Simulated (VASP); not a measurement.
**Y3NbO2: single point with PBE**

Y3NbO2:

```
CELL_PARAMETERS angstrom
5.46229 0.00000 0.00000
0.00000 5.46229 0.00000
0.00000 0.00000 3.42347
ATOMIC_POSITIONS crystal
Y 0.00000 0.50000 0.50000
Y 0.50000 0.00000 0.50000
Y 0.00000 0.00000 0.50000
Nb 0.50000 0.50000 0.00000
O 0.50000 0.50000 0.50000
O 0.00000 0.00000 0.00000
```

The cell was built from a structure type or drawn by symmetry, and may not be a known phase.

| Property | Result |
| --- | --- |
| Program | VASP 6.6.1 |
| Task | single point |
| Functional | PBE |
| Potentials or basis | VASP PAW PBE potentials, release 64 (Y_sv, Nb_sv, O) |
| Cutoff | 520 eV |
| k mesh | 4 × 4 × 6 |
| Occupations | gaussian, width 0.1 eV |
| Spin | no spin polarisation |

The pressure is 62.9 GPa and the band gap on the k mesh is zero (bands 29 and 30 overlap by 1.77 eV).

Stress tensor (GPa, compression positive):
```
 22.50   0.00   0.00
  0.00  22.50   0.00
  0.00   0.00 143.57
```

Levels at points of the mesh, in eV from the Fermi level:
```csv
k point,band 27,band 28,band 29,band 30,band 31,band 32
"(0.00, 0.00, 0.00)",-0.95,-0.94,-0.60,-0.60,0.74,0.81
"(0.50, 0.00, 0.00)",-1.17,-0.49,-0.45,-0.43,0.18,0.81
"(0.50, 0.50, 0.00)",-0.94,0.17,0.21,0.21,0.76,0.76
"(0.00, 0.00, 0.50)",-1.17,-0.53,-0.11,-0.11,0.03,0.27
"(0.50, 0.00, 0.50)",-0.39,-0.23,-0.13,-0.13,-0.09,1.13
"(0.50, 0.50, 0.50)",-1.24,1.17,1.17,1.27,1.31,2.48
```

Run time: 3.9 min on 1 thread of Intel Xeon 8259CL, on a shared host, peak memory 0.28 GiB.

Caveat: the cell stands under pressure.
